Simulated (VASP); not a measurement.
## AlCo4: single point with PBEsol

Crystal: AlCo4.

```xyz
5
Lattice="1.2893 0.7444 9.9744 -1.2893 0.7444 9.9744 0.0000 -1.4888 9.9744" Properties=species:S:1:pos:R:3 pbc="T T T"
Co    0.0000    0.0000   12.0035
Co    0.0000    0.0000   23.9289
Co    0.0000    0.0000    5.9942
Co    0.0000    0.0000   17.9196
Al    0.0000    0.0000    0.0000
```

```
Program             : VASP 6.6.1
Task                : single point
Functional          : PBEsol
Potentials or basis : VASP PAW PBE potentials, release 64 (Co, Al)
Cutoff              : 520 eV
k mesh              : 10 × 10 × 10
Occupations         : fermi-dirac, width 0.05 eV
Spin                : collinear spin, ferromagnetic start
Starting moments    : [4.0, 4.0, 4.0, 4.0, 0.0] μB
Fixed moment        : 16 μB
```

```
Pressure                                              : 60.6 GPa
Largest force                                         : 1.243 eV/Å
Net moment                                            : 16.00 μB per cell
Site moments                                          : Co +3.42, +3.36 (each value once); Al +0.41 μB
Valence electrons inside the program's atomic spheres : Co 8.10; Al 0.91
```

Forces on the atoms (eV/Å):
```
Co   0.000  0.000  1.243
Co   0.000  0.000  0.597
Co   0.000  0.000 -0.597
Co   0.000  0.000 -1.243
Al   0.000  0.000  0.000
```

Stress tensor (GPa, compression positive):
```
57.32  0.00  0.00
 0.00 57.32  0.00
 0.00  0.00 67.23
```

Wall time 66 min on 1 thread of Intel(R) Xeon(R) 6975P-C (Granite Rapids), on a shared host, peak memory 1.5 GiB.

Caveat: the stress differs along the axes, from 57 to 67 GPa; the PAW data sets were made with another functional, which shifts forces and pressure a little; the total moment is fixed, so each spin has its own Fermi level and the state may be an excited one.
